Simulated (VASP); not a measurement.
Input of a VASP 6.6.1 run:

INCAR

```
SYSTEM = KHf3O2
PREC = Accurate
ENCUT = 600
EDIFF = 1E-7
ISMEAR = 0
SIGMA = 0.1
LREAL = .False.
LASPH = .True.
NELM = 100
ALGO = Normal
ISIF = 3
LWAVE = .False.
LCHARG = .False.
GGA = PE
IBRION = 2
NSW = 100
EDIFFG = -0.01
```

The input KPOINTS:

```
regular mesh
0
Gamma
  12 12 4
  0 0 0
```

File POSCAR:

```
KHf3O2
1.0
    3.1965256095      0.0000000000      0.0000000000
   -1.5982628048      2.7682723817      0.0000000000
    0.0000000000      0.0000000000     12.0423918768
K Hf O
1 3 2
Direct
    0.0000000000      0.0000000000      0.0000000000
    0.0000000000      0.0000000000      0.2700704122
    0.0000000000      0.0000000000      0.7299295878
    0.0000000000      0.0000000000      0.5000000000
    0.3333333333      0.6666666667      0.8307467294
    0.6666666667      0.3333333333      0.1692532706
```

Potentials or basis: VASP PAW PBE potentials, release 64 (K_sv, Hf_pv, O).

Command:

```bash
$ cat potpaw_PBE.64/K_sv/POTCAR potpaw_PBE.64/Hf_pv/POTCAR potpaw_PBE.64/O/POTCAR > POTCAR
$ mpirun -np 1 vasp_std > vasp.out
```

Task: Predict the band gap on the k mesh.

Result: Zero (an odd number of electrons rules out a gap without spin polarisation).

Task: What does it give for the relaxed volume?

Result: 17.67 Å³/atom.

Forces in eV/Å, atoms in the order of the input:
```
K    0.000  0.000  0.000
Hf   0.000  0.000  0.003
Hf   0.000  0.000 -0.003
Hf   0.000  0.000  0.000
O    0.000  0.000 -0.002
O    0.000  0.000  0.002
```

Caveat: spin-orbit coupling is left out, which moves the levels of the heavy elements; an odd number of electrons without spin polarisation forces a metal; a magnetic or distorted state may lie lower.
